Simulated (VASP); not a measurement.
# Ir (Fm-3m) in VASP: single point with LDA

Aim: the single point of Ir with LDA.

All numbers are computed with VASP 6.6.1; they aren't measurements. Logs are shortened: lines on timing, memory, paths and dates and some standing lists are left out, and cuts for length are marked.

### Step 1. The cell of the first run

Symmetry: Fm-3m, No. 225, cubic system. Conventional cell: a = 3.812 Å, b = 3.812 Å, c = 3.812 Å, α = 90.00°, β = 90.00°, γ = 90.00°. Ir (site symmetry m-3m) has 12 Ir at 2.70 Å within 3.6 Å.

### Step 2. Single point, LDA

File INCAR:

```
PREC = Accurate
ENCUT = 560
EDIFF = 1E-6
ISMEAR = -1
SIGMA = 0.1
LREAL = F
LASPH = T
NELM = 120
ALGO = Normal
ISIF = 2
LWAVE = F
LCHARG = F
GGA = CA
NBANDS = 14
GGA_COMPAT = F
```

File KPOINTS:

```
regular mesh
0
Gamma
  10 10 10
```

File POSCAR:

```
Ir
1.0
    0.0000000000      1.9058972467      1.9058972467
    1.9058972467      0.0000000000      1.9058972467
    1.9058972467      1.9058972467      0.0000000000
Ir
1
Direct
    0.0000000000      0.0000000000      0.0000000000
```

Potentials or basis: VASP PAW LDA potentials, release 64 (Ir_sv_GW).

The run is started by

```sh
> cat potpaw_LDA.64/Ir_sv_GW/POTCAR > POTCAR
> mpirun -np 1 vasp_std > vasp.out
```

OUTCAR:

```text
PREC = Accurate
   ENCUT = 560
   EDIFF = 1E-6
   ISMEAR = -1
   LREAL = F
   LASPH = T
   NELM = 120
   ISIF = 2
   GGA = CA

 ion  position               nearest neighbor table
   1  0.000  0.000  0.000-

  LATTYP: Found a face centered cubic cell.
 ALAT       =     3.8117944934

  Lattice vectors:

 A1 = (   0.0000000000,   1.9058972467,   1.9058972467)
 A2 = (   1.9058972467,   0.0000000000,   1.9058972467)
 A3 = (   1.9058972467,   1.9058972467,   0.0000000000)

Analysis of symmetry for initial positions (statically):
=====================================================================
 Subroutine PRICEL returns:
 Original cell was already a primitive cell.

 Routine SETGRP: Setting up the symmetry group for a
 face centered cubic supercell.

 Subroutine GETGRP returns: Found 48 space group operations
 (whereof 48 operations were pure point group operations)
 out of a pool of 48 trial point group operations.

The static configuration has the point symmetry O_h .

Analysis of symmetry for dynamics (positions and initial velocities):
=====================================================================
 Subroutine PRICEL returns:
 Original cell was already a primitive cell.

 Routine SETGRP: Setting up the symmetry group for a
 face centered cubic supercell.

 Subroutine GETGRP returns: Found 48 space group operations
 (whereof 48 operations were pure point group operations)
 out of a pool of 48 trial point group operations.

The dynamic configuration has the point symmetry O_h .

 Subroutine INISYM returns: Found 48 space group operations
 (whereof 48 operations are pure point group operations),
 and found     1 'primitive' translations

----------------------------------------------------------------------------------------

                                     Primitive cell

  volume of cell :      13.8461

  direct lattice vectors                    reciprocal lattice vectors
     0.000000000  1.905897247  1.905897247    -0.262343629  0.262343629  0.262343629
     1.905897247  0.000000000  1.905897247     0.262343629 -0.262343629  0.262343629
     1.905897247  1.905897247  0.000000000     0.262343629  0.262343629 -0.262343629

  length of vectors
     2.695345735  2.695345735  2.695345735     0.454392494  0.454392494  0.454392494

  position of ions in fractional coordinates (direct lattice)
     0.000000000  0.000000000  0.000000000

  ion indices of the primitive-cell ions
   primitive index   ion index
                 1           1

----------------------------------------------------------------------------------------

 KPOINTS: regular mesh

Automatic generation of k-mesh.
 Grid dimensions read from file:
 generate k-points for:   10   10   10

 Generating k-lattice:

  Cartesian coordinates                     Fractional coordinates (reciprocal lattice)
    -0.026234363  0.026234363  0.026234363     0.100000000  0.000000000  0.000000000
     0.026234363 -0.026234363  0.026234363     0.000000000  0.100000000  0.000000000
     0.026234363  0.026234363 -0.026234363     0.000000000  0.000000000  0.100000000

  Length of vectors
     0.045439249  0.045439249  0.045439249

  Shift w.r.t. Gamma in fractional coordinates (k-lattice)
     0.000000000  0.000000000  0.000000000

 Subroutine IBZKPT returns following result:
 ===========================================

 Found     47 irreducible k-points:

 Following reciprocal coordinates:
            Coordinates               Weight
  0.000000  0.000000  0.000000      1.000000
  0.100000  0.000000  0.000000      8.000000
  0.200000  0.000000  0.000000      8.000000
  0.300000  0.000000  0.000000      8.000000
  0.400000  0.000000  0.000000      8.000000
  0.500000  0.000000  0.000000      4.000000
[... 16 lines left out ...]
  0.300000  0.300000  0.000000      6.000000
  0.400000  0.300000  0.000000     24.000000
 [... further k-points ...]
   k-points           NKPTS =     47   k-points in BZ     NKDIM =     47   number of bands    NBANDS=     14
   number of dos      NEDOS =    301   number of ions     NIONS =      1
   total plane-waves  NPLWV =  13824
   dimension x,y,z NGX =    24 NGY =   24 NGZ =   24
   dimension x,y,z NGXF=    48 NGYF=   48 NGZF=   48
   ions per type =               1
   NGX,Y,Z   is equivalent  to a cutoff of  14.80, 14.80, 14.80 a.u.
   NGXF,Y,Z  is equivalent  to a cutoff of  29.61, 29.61, 29.61 a.u.
 SYSTEM =  unknown system
   PREC   = accura    normal or accurate (medium, high low for compatibility)
   ISTART =      0    job   : 0-new  1-cont  2-samecut
   ICHARG =      2    charge: 1-file 2-atom 10-const
   ISPIN  =      1    spin polarized calculation?
   LNONCOLLINEAR =      F non collinear calculations
   LSORBIT =      F    spin-orbit coupling
   LASPH  =      T    aspherical Exc in radial PAW
   ENCUT  =  560.0 eV  41.16 Ry    6.42 a.u.   5.20  5.20  5.20*2*pi/ulx,y,z
   NELM   =    120;   NELMIN=  2; NELMDL= -5     # of ELM steps
   EDIFF  = 0.1E-05   stopping-criterion for ELM
   LREAL  =      F    real-space projection
[... 7 lines left out ...]
   TEBEG  =    0.0;   TEEND  =   0.0 temperature during run
   PSTRESS=    0.0 pullay stress
   NELECT =      17.0000    total number of electrons
   NUPDOWN=      -1.0000    fix difference up-down
   EMIN   =  10.00;   EMAX   =-10.00  energy-range for DOS
   EFERMI =   0.00;   METHOD = LEGACY
   ISMEAR =    -1;   SIGMA  =   0.10  broadening in eV -4-tet -1-fermi 0-gaus
   EFERMI_NEDOS =   21; number of points for ismear=-14 and -15
   IALGO  =     38    algorithm
   IMIX   =      4    mixing-type and parameters
     AMIX     =   0.40;   BMIX     =  1.00
     AMIX_MAG =   1.60;   BMIX_MAG =  1.00
  volume/ion in A,a.u.               =      13.85        93.44
  Fermi-wavevector in a.u.,A,eV,Ry     =   1.752999  3.312688 41.810776  3.073005
  Thomas-Fermi vector in A             =   2.823220
   LORBIT       =      0    0 simple, 1 ext, 2 COOP (PROOUT), +10 PAW based schemes
   GGA     = CA    functional components
   LHFCALC =     F    Hartree Fock is set to
   AEXX    =    0.0000 exact exchange contribution
   IVDW    =     0    specifies the selected vdW correction
   LEPSILON=     F    determine dielectric tensor
   LRPA    =     F    only Hartree local field effects (RPA)
 non-spin polarized calculation
  energy-cutoff  :      560.00
  volume of cell :       13.85
 maximum number of plane-waves:       444
 NGX is ok and might be reduce to    24
   NGX = 11   NGY = 11   NGZ = 11

 number of electron      17.0000000 magnetization

 Free energy of the ion-electron system (eV)
  ---------------------------------------------------
  ext. energy  EPLUGINS =         0.00000000
  ---------------------------------------------------
  free energy    TOTEN  =       -10.92547789 eV

  energy without entropy =      -10.89363772  energy(sigma->0) =      -10.90955781

 E-fermi :  13.1470     XC(G=0): -14.9218

 val. band max:       13.1327753509   @ k =  -0.3000   0.3000   0.1000
 cond. band min:      13.1825521035   @ k =  -0.4000   0.5000   0.1000
 fundamental gap:      0.0497767526
 Fermi energy:        13.1470329886

 k-point     1 :       0.0000    0.0000    0.0000
  band No.  band energies     occupation
      1     -79.5215      2.00000
      2     -36.1624      2.00000
      3     -36.1624      2.00000
      4     -36.1624      2.00000
      5       1.7653      2.00000
      6       9.0431      2.00000
      7       9.0431      2.00000
      8       9.0431      2.00000
      9      11.8635      1.99999
     10      11.8635      1.99999
     11      26.6608      0.00000
     12      32.2607      0.00000
     13      32.2607      0.00000
     14      32.2607      0.00000

 k-point     2 :       0.1000    0.0000    0.0000
  band No.  band energies     occupation
      1     -79.5148      2.00000
      2     -36.2486      2.00000
      3     -36.1740      2.00000
      4     -36.1740      2.00000
      5       2.2159      2.00000
      6       8.8137      2.00000
      7       9.2291      2.00000
      8       9.2291      2.00000
      9      11.7479      2.00000
     10      11.7479      2.00000
     11      27.4333      0.00000
     12      30.5854      0.00000
     13      33.0272      0.00000
     14      33.0272      0.00000

 k-point     3 :       0.2000    0.0000    0.0000
  band No.  band energies     occupation
      1     -79.4959      2.00000
      2     -36.4688      2.00000
      3     -36.2044      2.00000
      4     -36.2044      2.00000
      5       3.3766      2.00000
      6       8.4693      2.00000
      7       9.5163      2.00000
      8       9.5163      2.00000
      9      11.7546      2.00000
     10      11.7546      2.00000
     11      27.8415      0.00000
     12      29.2664      0.00000
     13      35.1387      0.00000
     14      35.1387      0.00000
[... 324 lines left out ...]
 k-point    23 :       0.3000    0.3000    0.0000
  band No.  band energies     occupation
      1     -79.4579      2.00000
      2     -36.7095      2.00000
      3     -36.3735      2.00000
      4     -36.3735      2.00000
      5       5.3044      2.00000
      6       6.4920      2.00000
      7      10.2572      2.00000
      8      11.9458      1.99999
      9      11.9458      1.99999
     10      13.1939      0.77004
     11      29.5384      0.00000
     12      29.5384      0.00000
     13      30.7800      0.00000
     14      33.9716      0.00000

 k-point    24 :       0.4000    0.3000    0.0000
  band No.  band energies     occupation
      1     -79.4425      2.00000
      2     -36.8234      2.00000
      3     -36.4358      2.00000
      4     -36.4088      2.00000
      5       5.5692      2.00000
      6       6.2728      2.00000
      7      10.3601      2.00000
      8      12.1868      1.99986
      9      13.9047      0.00102
     10      13.9296      0.00080
     11      25.9954      0.00000
     12      28.1719      0.00000
     13      29.3397      0.00000
     14      34.2543      0.00000

 [... further k-points ...]

------------------------ aborting loop because EDIFF is reached ----------------------------------------

  FORCE on cell =-STRESS in cart. coord.  units (eV):
  Direction    XX          YY          ZZ          XY          YZ          ZX
  --------------------------------------------------------------------------------------
  -------------------------------------------------------------------------------------
  Total       -0.0292267     -0.0292267     -0.0292267     -0.0000000      0.0000000      0.0000000
  in kB       -3.3819064     -3.3819064     -3.3819064     -0.0000000      0.0000000      0.0000000
  external PRESSURE =      -3.3819064 kB  Pullay stress =       0.0000000 kB

 VOLUME and BASIS-vectors are now :
 -----------------------------------------------------------------------------
  energy-cutoff  :      560.00
  volume of cell :       13.85
      direct lattice vectors                 reciprocal lattice vectors
     0.000000000  1.905897247  1.905897247    -0.262343629  0.262343629  0.262343629
     1.905897247  0.000000000  1.905897247     0.262343629 -0.262343629  0.262343629
     1.905897247  1.905897247  0.000000000     0.262343629  0.262343629 -0.262343629

 POSITION                                       TOTAL-FORCE (eV/Angst)
 -----------------------------------------------------------------------------------
      0.00000      0.00000      0.00000         0.000000      0.000000      0.000000
 -----------------------------------------------------------------------------------
    total drift:                                0.000000      0.000000     -0.000000

  FREE ENERGIE OF THE ION-ELECTRON SYSTEM (eV)
  ---------------------------------------------------
  free  energy   TOTEN  =       -10.9254778871 eV

  energy  without entropy=      -10.8936377236  energy(sigma->0) =      -10.90955781
```

Wall time 9.3 s (1 thread of Intel Xeon Platinum 8259CL at 2.50GHz (Skylake/Cascade Lake), shared host); peak memory 0.14 GiB.

What came out:

```
Free energy            : -10.9255 eV
Pressure               : -0.3 GPa
Band gap on the k mesh : zero (an odd number of electrons rules out a gap without spin polarisation)
```

Levels at points of the mesh, in eV from the Fermi level:
```tsv
k point	band 4	band 5	band 6	band 7	band 8	band 9	band 10	band 11	band 12	band 13
(0.00, 0.00, 0.00)	-49.31	-11.38	-4.10	-4.10	-4.10	-1.28	-1.28	13.51	19.11	19.11
(0.50, 0.00, 0.00)	-49.43	-8.40	-4.20	-4.20	-0.82	0.88	0.88	7.45	13.19	19.18
(0.50, 0.50, 0.00)	-49.63	-8.22	-7.66	0.87	1.48	1.48	1.67	10.79	11.52	11.52
```

Caveat: spin-orbit coupling is left out, which moves the levels of the heavy elements.

The gap in the log of VASP goes by the Fermi energy; the results here count the filled bands.